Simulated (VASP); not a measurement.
# ReBi (zincblende type): single point with PBE

The system is ReBi (zincblende type).

```
CELL_PARAMETERS angstrom
0.00000 2.86535 2.86535
2.86535 0.00000 2.86535
2.86535 2.86535 0.00000
ATOMIC_POSITIONS crystal
Re 0.00000 0.00000 0.00000
Bi 0.25000 0.25000 0.25000
```

```yaml
Program: VASP 6.6.1
Task: single point
Functional: PBE
Potentials_or_basis: VASP PAW PBE potentials, release 64 (Re, Bi_d)
Cutoff: 520 eV
k_mesh: 11 × 11 × 11
Occupations: tetrahedron
Spin: collinear spin
Starting_moments: "[-1.0, -4.0] μB"
Dipole_correction: no
Further_INCAR_settings: ALGO = Normal; EDIFF = 1e-07; NBANDS = 22
```

```yaml
Pressure: 35.5 GPa
Net_moment: 0.00 μB per cell
Valence_electrons_inside_the_program's_atomic_spheres: Re 6.29; Bi 13.37
```

Levels at points of the mesh, in eV from the Fermi level:
Spin up:
```csv
k point,band 8,band 9,band 10,band 11,band 12,band 13,band 14,band 15
"(0.00, 0.00, 0.00)",-3.26,-3.26,-0.30,-0.30,3.59,7.50,7.50,7.50
```
Spin down:
```tsv
k point	band 8	band 9	band 10	band 11	band 12	band 13	band 14	band 15
(0.00, 0.00, 0.00)	-3.26	-3.26	-0.30	-0.30	3.59	7.50	7.50	7.50
```

Run time: 2.1 min on 1 thread of Intel(R) Xeon(R) Platinum 8488C (Sapphire Rapids) (shared host), peak memory 0.25 GiB.

Caveat: the cell stands under pressure; spin-orbit coupling is left out, which moves the levels of the heavy elements.
